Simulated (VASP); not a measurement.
# SiO2 (P4_2/mnm) in VASP: notebook

The runs below take SiO2 through single point, with PBE.

All numbers are computed with VASP 6.6.1; they aren't measurements. Logs are shortened: lines on timing, memory, paths and dates and some standing lists are left out, and cuts for length are marked.

## Step 1: The cell of the first run

The structure is tetragonal, space group P4_2/mnm (No. 136). Conventional cell: a = 4.208 Å, b = 4.208 Å, c = 2.685 Å, α = 90.00°, β = 90.00°, γ = 90.00°. Si (site symmetry mmm) has 6 O at 1.77 to 1.83 Å within 2.3 Å. Within 2.3 Å of O (site symmetry m2m) lie 3 Si at 1.77 to 1.83 Å.

## Step 2: Single point, PBE (volume scaled by 1.02)

INCAR

```
SYSTEM = SiO2
PREC     = Accurate       ! precision mode
ENCUT    = 520            ! plane-wave cutoff, eV
EDIFF    = 1E-6           ! SCF threshold, eV
ISMEAR   = -1             ! smearing method
SIGMA    = 0.03           ! smearing width, eV
LREAL    = .False.        ! projectors in reciprocal space
LASPH    = .True.         ! aspherical terms in the spheres
NELM     = 80             ! most SCF steps
ALGO     = Normal         ! electronic algorithm
ISIF     = 2              ! what is computed and relaxed
LWAVE    = .False.        ! write WAVECAR
LCHARG   = .False.        ! write CHGCAR
GGA      = PE             ! functional
NBANDS   = 25             ! bands
```

KPOINTS

```
Automatic mesh
0
Gamma
  6 6 9
  0 0 0
```

POSCAR

```
SiO2
1.0
    4.2077835882      0.0000000000      0.0000000000
    0.0000000000      4.2077835882      0.0000000000
    0.0000000000      0.0000000000      2.6854680646
Si O
2 4
Direct
    0.0000000000      0.0000000000      0.0000000000
    0.5000000000      0.5000000000      0.5000000000
    0.3067000000      0.3067000000      0.0000000000
    0.1933000000      0.8067000000      0.5000000000
    0.6933000000      0.6933000000      0.0000000000
    0.8067000000      0.1933000000      0.5000000000
```

Potentials or basis: VASP PAW PBE potentials, release 64 (Si, O).

On the command line:

```
$ cat potpaw_PBE.64/Si/POTCAR potpaw_PBE.64/O/POTCAR > POTCAR
$ mpirun -np 1 vasp_std > vasp.out
```

OUTCAR:

```text
SYSTEM = SiO2
   PREC = Accurate
   ENCUT = 520
   EDIFF = 1E-6
   ISMEAR = -1
   LREAL = .False.
   LASPH = .True.
   NELM = 80
   ISIF = 2
   GGA = PE

 ion  position               nearest neighbor table
   1  0.000  0.000  0.000-   4 1.77   6 1.77   4 1.77   6 1.77   5 1.83   3 1.83
   2  0.500  0.500  0.500-   3 1.77   5 1.77   3 1.77   5 1.77   4 1.83   6 1.83
   3  0.307  0.307  0.000-   2 1.77   2 1.77   1 1.83
   4  0.193  0.807  0.500-   1 1.77   1 1.77   2 1.83
   5  0.693  0.693  0.000-   2 1.77   2 1.77   1 1.83
   6  0.807  0.193  0.500-   1 1.77   1 1.77   2 1.83

  LATTYP: Found a simple tetragonal cell.
 ALAT       =     4.2077835882
 C/A-ratio  =     0.6382143968

  Lattice vectors:

 A1 = (   4.2077835882,   0.0000000000,   0.0000000000)
 A2 = (   0.0000000000,   4.2077835882,   0.0000000000)
 A3 = (   0.0000000000,   0.0000000000,   2.6854680646)

Analysis of symmetry for initial positions (statically):
=====================================================================
 Subroutine PRICEL returns:
 Original cell was already a primitive cell.

 Routine SETGRP: Setting up the symmetry group for a
 simple tetragonal supercell.

 Subroutine GETGRP returns: Found 16 space group operations
 (whereof  8 operations were pure point group operations)
 out of a pool of 16 trial point group operations.

The static configuration has the point symmetry D_2h.
 The point group associated with its full space group is D_4h.

Analysis of symmetry for dynamics (positions and initial velocities):
=====================================================================
 Subroutine PRICEL returns:
 Original cell was already a primitive cell.

 Routine SETGRP: Setting up the symmetry group for a
 simple tetragonal supercell.

 Subroutine GETGRP returns: Found 16 space group operations
 (whereof  8 operations were pure point group operations)
 out of a pool of 16 trial point group operations.

The dynamic configuration has the point symmetry D_2h.
 The point group associated with its full space group is D_4h.

 Subroutine INISYM returns: Found 16 space group operations
 (whereof  8 operations are pure point group operations),
 and found     1 'primitive' translations

----------------------------------------------------------------------------------------

                                     Primitive cell

  volume of cell :      47.5474

  direct lattice vectors                    reciprocal lattice vectors
     4.207783588  0.000000000  0.000000000     0.237654808  0.000000000  0.000000000
     0.000000000  4.207783588  0.000000000     0.000000000  0.237654808  0.000000000
     0.000000000  0.000000000  2.685468065     0.000000000  0.000000000  0.372374564

  length of vectors
     4.207783588  4.207783588  2.685468065     0.237654808  0.237654808  0.372374564

  position of ions in fractional coordinates (direct lattice)
     0.000000000  0.000000000  0.000000000
     0.500000000  0.500000000  0.500000000
     0.306700000  0.306700000  0.000000000
     0.193300000  0.806700000  0.500000000
     0.693300000  0.693300000  0.000000000
     0.806700000  0.193300000  0.500000000

  ion indices of the primitive-cell ions
   primitive index   ion index
                 1           1
                 2           2
                 3           3
                 4           4
                 5           5
                 6           6

----------------------------------------------------------------------------------------

 KPOINTS: Automatic mesh

Automatic generation of k-mesh.
 Grid dimensions read from file:
 generate k-points for:    6    6    9

 Generating k-lattice:

  Cartesian coordinates                     Fractional coordinates (reciprocal lattice)
     0.039609135  0.000000000  0.000000000     0.166666667  0.000000000  0.000000000
     0.000000000  0.039609135  0.000000000     0.000000000  0.166666667  0.000000000
     0.000000000  0.000000000  0.041374952     0.000000000  0.000000000  0.111111111

  Length of vectors
     0.039609135  0.039609135  0.041374952

  Shift w.r.t. Gamma in fractional coordinates (k-lattice)
     0.000000000  0.000000000  0.000000000

 Subroutine IBZKPT returns following result:
 ===========================================

 Found     50 irreducible k-points:

 Following reciprocal coordinates:
            Coordinates               Weight
  0.000000  0.000000  0.000000      1.000000
  0.166667  0.000000  0.000000      4.000000
  0.333333  0.000000  0.000000      4.000000
  0.500000  0.000000  0.000000      2.000000
  0.166667  0.166667  0.000000      4.000000
  0.333333  0.166667  0.000000      8.000000
[... 16 lines left out ...]
  0.333333  0.000000  0.222222      8.000000
  0.500000  0.000000  0.222222      4.000000
 [... further k-points ...]
   k-points           NKPTS =     50   k-points in BZ     NKDIM =     50   number of bands    NBANDS=     25
[... 42 lines left out ...]
   GGA     = PE    functional components
   LHFCALC =     F    Hartree Fock is set to
   AEXX    =    0.0000 exact exchange contribution
   IVDW    =     0    specifies the selected vdW correction
   LEPSILON=     F    determine dielectric tensor
   LRPA    =     F    only Hartree local field effects (RPA)
 non-spin polarized calculation
  energy-cutoff  :      520.00
  volume of cell :       47.55
 maximum number of plane-waves:      1296
 NGX is ok and might be reduce to    32
   NGX = 15   NGY = 15   NGZ =  9

 number of electron      31.9999982 magnetization

 Free energy of the ion-electron system (eV)
  ---------------------------------------------------
  ext. energy  EPLUGINS =         0.00000000
  ---------------------------------------------------
  free energy    TOTEN  =       -46.30557514 eV

  energy without entropy =      -46.30557514  energy(sigma->0) =      -46.30557514

 E-fermi :   8.6045     XC(G=0): -12.1614

 val. band max:        7.9487545397   @ k =   0.0000   0.0000   0.0000
 cond. band min:      13.2099725565   @ k =   0.0000   0.0000   0.0000
 fundamental gap:      5.2612180168
 Fermi energy:         8.6044537880

 k-point     1 :       0.0000    0.0000    0.0000
  band No.  band energies     occupation
      1     -14.4168      2.00000
      2     -10.8751      2.00000
      3     -10.8751      2.00000
      4     -10.6887      2.00000
      5      -2.7669      2.00000
      6       1.6452      2.00000
[... 17 lines left out ...]
     24      21.9024      0.00000
     25      23.5494      0.00000

 k-point     2 :       0.1667    0.0000    0.0000
  band No.  band energies     occupation
      1     -14.2751      2.00000
      2     -11.5316      2.00000
      3     -10.8047      2.00000
      4     -10.3280      2.00000
      5      -2.5706      2.00000
      6       0.9018      2.00000
[... 17 lines left out ...]
     24      21.3725      0.00000
     25      23.3602      0.00000

 k-point     3 :       0.3333    0.0000    0.0000
  band No.  band energies     occupation
      1     -13.8613      2.00000
      2     -12.3942      2.00000
      3     -10.6170      2.00000
      4     -10.2344      2.00000
      5      -2.0311      2.00000
      6      -0.2135      2.00000
[... 17 lines left out ...]
     24      21.6587      0.00000
     25      22.9083      0.00000

 k-point     4 :       0.5000    0.0000    0.0000
  band No.  band energies     occupation
      1     -13.2109      2.00000
      2     -13.2109      2.00000
      3     -10.3842      2.00000
      4     -10.3842      2.00000
      5      -1.2259      2.00000
      6      -1.2259      2.00000
[... 17 lines left out ...]
     24      21.3306      0.00000
     25      22.7214      0.00000
[... 477 lines left out ...]
 k-point    22 :       0.1667    0.0000    0.2222
  band No.  band energies     occupation
      1     -13.6595      2.00000
      2     -11.2244      2.00000
      3     -10.5283      2.00000
      4     -10.2788      2.00000
      5      -2.3133      2.00000
      6       0.9305      2.00000
[... 17 lines left out ...]
     24      21.5470      0.00000
     25      21.9169      0.00000

 k-point    23 :       0.3333    0.0000    0.2222
  band No.  band energies     occupation
      1     -13.2769      2.00000
      2     -11.9588      2.00000
      3     -10.4022      2.00000
      4     -10.1832      2.00000
      5      -1.6318      2.00000
      6       0.1905      2.00000
[... 17 lines left out ...]
     24      20.6920      0.00000
     25      21.8962      0.00000

 k-point    24 :       0.5000    0.0000    0.2222
  band No.  band energies     occupation
      1     -12.6841      2.00000
      2     -12.6841      2.00000
      3     -10.2576      2.00000
      4     -10.2576      2.00000
      5      -0.7429      2.00000
      6      -0.7429      2.00000
[... 17 lines left out ...]
     24      20.5715      0.00000
     25      21.7874      0.00000

 [... further k-points ...]
[... 5 lines left out ...]
  --------------------------------------------------------------------------------------
  -------------------------------------------------------------------------------------
  Total        1.3411104      1.3411104      1.2849194     -0.0000000      0.0000000      0.0000000
  in kB       45.1906230     45.1906230     43.2971865     -0.0000000      0.0000000      0.0000000
  external PRESSURE =      44.5594775 kB  Pullay stress =       0.0000000 kB

 VOLUME and BASIS-vectors are now :
 -----------------------------------------------------------------------------
  energy-cutoff  :      520.00
  volume of cell :       47.55
      direct lattice vectors                 reciprocal lattice vectors
     4.207783588  0.000000000  0.000000000     0.237654808  0.000000000  0.000000000
     0.000000000  4.207783588  0.000000000     0.000000000  0.237654808  0.000000000
     0.000000000  0.000000000  2.685468065     0.000000000  0.000000000  0.372374564

 POSITION                                       TOTAL-FORCE (eV/Angst)
 -----------------------------------------------------------------------------------
      0.00000      0.00000      0.00000         0.000000     -0.000000     -0.000000
      2.10389      2.10389      1.34273         0.000000     -0.000000     -0.000000
      1.29053      1.29053      0.00000        -0.073399     -0.073399      0.000000
      0.81336      3.39442      1.34273         0.073399     -0.073399      0.000000
      2.91726      2.91726      0.00000         0.073399      0.073399     -0.000000
      3.39442      0.81336      1.34273        -0.073399      0.073399     -0.000000
 -----------------------------------------------------------------------------------
    total drift:                                0.000000      0.000000      0.000000

  FREE ENERGIE OF THE ION-ELECTRON SYSTEM (eV)
  ---------------------------------------------------
  free  energy   TOTEN  =       -46.3055751401 eV

  energy  without entropy=      -46.3055751401  energy(sigma->0) =      -46.30557514
```

It took 24 s on 1 thread of Intel Xeon Platinum 8559C (Emerald Rapids), shared host; peak memory 0.17 GiB.

Results:

| Property | Result |
| --- | --- |
| Free energy | -46.3056 eV |
| Pressure | 4.5 GPa |
| Largest force | 0.104 eV/Å |
| Band gap on the k mesh | 5.26 eV, direct |

Forces in eV/Å, atoms in the order of the input:
```
Si   0.000  0.000  0.000
Si   0.000  0.000  0.000
O   -0.073 -0.073  0.000
O    0.073 -0.073  0.000
O    0.073  0.073  0.000
O   -0.073  0.073  0.000
```

## Step 3: Single point, PBE (volume scaled by 1.06)

INCAR

```
PREC = Accurate ; ENCUT = 520
EDIFF = 1E-6 ; ISMEAR = -1
SIGMA = 0.03 ; LREAL = False
LASPH = True ; NELM = 80
ALGO = Normal ; ISIF = 2
LWAVE = False ; LCHARG = False
GGA = PE ; NBANDS = 25
```

KPOINTS

```
regular mesh
0
Gamma
  6 6 9
```

POSCAR: that of step 2 with these lines changed.

```diff
@@ -2,5 +2,5 @@
 1.0
-    4.2077835882      0.0000000000      0.0000000000
-    0.0000000000      4.2077835882      0.0000000000
-    0.0000000000      0.0000000000      2.6854680646
+    4.2620835590      0.0000000000      0.0000000000
+    0.0000000000      4.2620835590      0.0000000000
+    0.0000000000      0.0000000000      2.7201230877
 Si O
```

Potentials or basis: VASP PAW PBE potentials, release 64 (Si, O).

On the command line:

```
$ cat potpaw_PBE.64/Si/POTCAR potpaw_PBE.64/O/POTCAR > POTCAR
$ mpirun -np 1 vasp_std > vasp.out
```

It took 22 s on 1 thread of Intel Xeon Platinum 8559C (Emerald Rapids), shared host; peak memory 0.17 GiB.

It converged, with:

```
Free energy            : -46.2934 eV
Pressure               : -6.8 GPa
Largest force          : 0.150 eV/Å
Band gap on the k mesh : 4.60 eV, direct
```

Forces in eV/Å, atoms in the order of the input:
```
Si   0.000  0.000  0.000
Si   0.000  0.000  0.000
O    0.106  0.106  0.000
O   -0.106  0.106  0.000
O   -0.106 -0.106  0.000
O    0.106 -0.106  0.000
```

Stress tensor (GPa, compression positive):
```
-5.90  0.00  0.00
 0.00 -5.90  0.00
 0.00  0.00 -8.72
```

Levels at points of the mesh, in eV from the valence-band top:
```
           k point  band 14  band 15  band 16  band 17  band 18  band 19
(0.00, 0.00, 0.00)    -0.84    -0.84     0.00     4.60     6.43     8.02
(0.50, 0.00, 0.00)    -2.58    -1.01    -1.01     6.94     6.94     8.64
(0.50, 0.50, 0.00)    -2.51    -2.08    -2.08     6.69     6.69     9.51
```

 A k mesh can miss the band edges.

## Step 4: Single point, PBE (equal xx and yy strain of -2 %)

INCAR

```
SYSTEM = SiO2
PREC     = Accurate       ! precision mode
ENCUT    = 520            ! plane-wave cutoff, eV
EDIFF    = 1E-6           ! SCF threshold, eV
ISMEAR   = -1             ! smearing method
SIGMA    = 0.03           ! smearing width, eV
LREAL    = .FALSE.        ! projectors in reciprocal space
LASPH    = .TRUE.         ! aspherical terms in the spheres
NELM     = 100            ! most SCF steps
ALGO     = Normal         ! electronic algorithm
ISIF     = 2              ! what is computed and relaxed
LWAVE    = .FALSE.        ! write WAVECAR
LCHARG   = .TRUE.         ! write CHGCAR
GGA      = PE             ! functional
LELF     = .TRUE.         ! ELF
LVHAR    = .TRUE.       
NBANDS   = 25             ! bands
```

KPOINTS

```
Automatic mesh
0
G
  6 6 9
  0 0 0
```

POSCAR: that of step 3 with these lines changed.

```diff
@@ -2,5 +2,5 @@
 1.0
-    4.2620835590      0.0000000000      0.0000000000
-    0.0000000000      4.2620835590      0.0000000000
-    0.0000000000      0.0000000000      2.7201230877
+    4.0964980000      0.0000000000      0.0000000000
+    0.0000000000      4.0964980000      0.0000000000
+    0.0000000000      0.0000000000      2.6678000000
 Si O
```

On the command line:

```
$ cat potpaw_PBE.64/Si/POTCAR potpaw_PBE.64/O/POTCAR > POTCAR
$ mpirun -np 1 vasp_std > vasp.out
```

Run time: 61 s. Hardware: 1 thread of Intel Xeon 8259CL, shared host; peak memory 0.17 GiB.

Results (log left out):

```
Free energy            : -46.0411 eV
Pressure               : 25.2 GPa
Largest force          : 0.627 eV/Å
Band gap on the k mesh : 6.27 eV, direct
```

Forces on the atoms (eV/Å):
```
Si   0.000  0.000  0.000
Si   0.000  0.000  0.000
O   -0.443 -0.443  0.000
O    0.443 -0.443  0.000
O    0.443  0.443  0.000
O   -0.443  0.443  0.000
```

Stress tensor (GPa, compression positive):
```
27.06  0.00  0.00
 0.00 27.06  0.00
 0.00  0.00 21.33
```

Levels at points of the mesh, in eV from the valence-band top:
| k point | band 13 | band 14 | band 15 | band 16 | band 17 | band 18 | band 19 | band 20 |
| --- | --- | --- | --- | --- | --- | --- | --- | --- |
| (0.00, 0.00, 0.00) | -2.67 | -0.87 | -0.87 | 0.00 | 6.27 | 6.53 | 8.57 | 8.57 |
| (0.50, 0.00, 0.00) | -2.87 | -2.87 | -1.10 | -1.10 | 8.05 | 8.05 | 9.17 | 9.17 |
| (0.50, 0.50, 0.00) | -2.77 | -2.77 | -2.33 | -2.33 | 7.69 | 7.69 | 10.22 | 10.22 |

Caveat: the cell differs from its parent crystal (equal xx and yy strain of -2 %). A k mesh can miss the band edges.

## Step 5: Single point, PBE (equal xx and yy strain of +1 %)

INCAR

```
SYSTEM = SiO2
PREC = Accurate
ENCUT = 520
EDIFF = 1E-6
ISMEAR = -1
SIGMA = 0.03
LREAL = .False.
LASPH = .True.
NELM = 100
ALGO = Normal
ISIF = 2
LWAVE = .False.
LCHARG = .True.
GGA = PE
LELF = .True.
LVHAR = .True.
NBANDS = 25
```

KPOINTS

```
Automatic mesh
0
Gamma
  6 6 9
  0 0 0
```

POSCAR: that of step 4 with these lines changed.

```diff
@@ -2,4 +2,4 @@
 1.0
-    4.0964980000      0.0000000000      0.0000000000
-    0.0000000000      4.0964980000      0.0000000000
+    4.2219010000      0.0000000000      0.0000000000
+    0.0000000000      4.2219010000      0.0000000000
     0.0000000000      0.0000000000      2.6678000000
```

On the command line:

```
$ cat potpaw_PBE.64/Si/POTCAR potpaw_PBE.64/O/POTCAR > POTCAR
$ mpirun -np 1 vasp_std > vasp.out
```

Wall time 54 s (1 thread of Intel Xeon 8259CL, shared host); peak memory 0.18 GiB.

Results (log left out):

| Property | Result |
| --- | --- |
| Free energy | -46.3016 eV |
| Pressure | 4.9 GPa |
| Largest force | 0.040 eV/Å |
| Band gap on the k mesh | 5.30 eV, direct |

Forces on the atoms (eV/Å):
```
Si   0.000  0.000  0.000
Si   0.000  0.000  0.000
O   -0.028 -0.028  0.000
O    0.028 -0.028  0.000
O    0.028  0.028  0.000
O   -0.028  0.028  0.000
```

Stress tensor (GPa, compression positive):
```
3.47 0.00 0.00
0.00 3.47 0.00
0.00 0.00 7.86
```

Levels at points of the mesh, in eV from the valence-band top:
```
           k point  band 12  band 13  band 14  band 15  band 16  band 17  band 18  band 19  band 20  band 21
(0.00, 0.00, 0.00)    -3.03    -2.48    -0.87    -0.87     0.00     5.30     6.76     8.48     8.48    11.11
(0.50, 0.00, 0.00)    -3.77    -2.62    -2.62    -1.06    -1.06     7.54     7.54     9.07     9.07    10.82
(0.50, 0.50, 0.00)    -3.15    -2.56    -2.56    -2.23    -2.23     7.25     7.25     9.98     9.98    12.79
```

Caveat: the cell differs from its parent crystal (equal xx and yy strain of +1 %).

## Step 6: Summary

```csv
cell,gap on the mesh (eV),pressure (GPa),largest force (eV/Å)
"a = 4.208, b = 4.208, c = 2.685 Å, 6 atoms",5.26,4.5,0.10
"a = 4.262, b = 4.262, c = 2.720 Å, 6 atoms",4.60,-6.8,0.15
"a = 4.096, b = 4.096, c = 2.668 Å, 6 atoms",6.27,25.2,0.63
"a = 4.222, b = 4.222, c = 2.668 Å, 6 atoms",5.30,4.9,0.04
```

Alike in all rows: task single point; level PBE; potentials or basis VASP PAW PBE potentials, release 64 (Si, O); no spin polarisation; k mesh 6 × 6 × 9; cutoff (eV) 520; smearing fermi-dirac 0.03 eV.

Absolute energies hang on the potentials; compare differences alone.
